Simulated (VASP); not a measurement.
A run of VASP 6.6.1 is set up as follows.

File INCAR:

```
PREC = Accurate
ENCUT = 520
EDIFF = 1E-7
ISMEAR = 0
SIGMA = 0.15
LREAL = False
LASPH = True
NELM = 60
ALGO = Normal
ISIF = 2
LWAVE = False
LCHARG = False
GGA = PE
NBANDS = 9
```

KPOINTS

```
Automatic mesh
0
Gamma
  12 12 8
```

POSCAR

```
Mg
1.0
   -1.8355793348      1.8355793348      1.7049142795
    1.8355793348     -1.8355793348      1.7049142795
    3.6711586697      3.6711586697      0.0000000000
Mg
2
Direct
    0.0000000000      0.0000000000      0.0000000000
    0.5000000000      0.5000000000      0.5000000000
```

Potentials or basis: VASP PAW PBE potentials, release 64 (Mg).

Run with:

```bash
$ cat potpaw_PBE.64/Mg/POTCAR > POTCAR
$ mpirun -np 1 vasp_std > vasp.out
```

(1) Estimate the pressure.

(2) Estimate the band gap on the k mesh.

Results:

(1) -0.2 GPa.

(2) zero (band 2 reaches 3.93 eV, above the bottom of band 3 at 1.39 eV).
